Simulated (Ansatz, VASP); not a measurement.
## One calculation of CdSe, two programs

File INCAR:

```
SYSTEM = CdSe
ALGO = Normal
EDIFF = 1E-7
ENCUT = 520
GGA = CA
ISIF = 2
ISMEAR = -1
LASPH = .True.
LCHARG = .False.
LREAL = .False.
LWAVE = .False.
NBANDS = 16
NELM = 100
PREC = Accurate
SIGMA = 0.03
```

The input KPOINTS:

```
k-points
0
Gamma
  8 8 8
  0 0 0
```

Contents of POSCAR:

```
CdSe
1.0
    0.0000000000      3.0075950161      3.0075950161
    3.0075950161      0.0000000000      3.0075950161
    3.0075950161      3.0075950161      0.0000000000
Cd Se
1 1
Direct
    0.0000000000      0.0000000000      0.0000000000
    0.2500000000      0.2500000000      0.2500000000
```

Input for Ansatz:

```yaml
crystal:
  lattice:
    - [0.0, 3.0075950161, 3.0075950161]
    - [3.0075950161, 0.0, 3.0075950161]
    - [3.0075950161, 3.0075950161, 0.0]
  atoms:
    - { symbol: Cd, position: [0.0, 0.0, 0.0] }
    - { symbol: Se, position: [0.25, 0.25, 0.25] }
kpoints:
  mp_grid: { grid: [8, 8, 8] }
  band_path:
    path:
      - [0.0, 0.0, 0.0]
      - [-0.5, -0.5, 0.0]
      - [-0.375, -0.375, 0.25]
      - [-0.375, 0.0, 0.375]
      - [0.0, 0.0, 0.0]
      - [0.0, 0.0, 0.5]
      - [-0.5, -0.25, 0.25]
      - [-0.5, -0.5, 0.0]
    npoints: 5
scf:
  occupations: { method: fermi_dirac, width: 0.03 }
hamiltonian:
  xc: lda
  pseudopotentials: { kind: all_electron, lapw: { basis_error: 0.001 } }
output:
  forces: true
  stress: true
  eigenvalues: true
```

Change from the starting cell: volume scaled by 0.94.

Alike in both runs: task single point; functional LDA; k mesh 8 × 8 × 8; occupations fermi-dirac, width 0.03 eV; no spin polarisation.

|  | VASP | Ansatz |
| --- | --- | --- |
| version | VASP 6.6.1 | Ansatz 0.2.0 |
| potentials or method | VASP PAW LDA potentials, release 64 (Cd, Se), cutoff 520 eV | all-electron LAPW, scalar-relativistic |

Ansatz gave:

```
pressure (GPa) : -0.2
```

Task: Which values does VASP return?

Result: Pressure (GPa): 0.3.

LDA's correlation is that of Perdew and Zunger in VASP and of Perdew and Wang (1992) in Ansatz. Ansatz ran all-electron here, and VASP with PAW potentials.
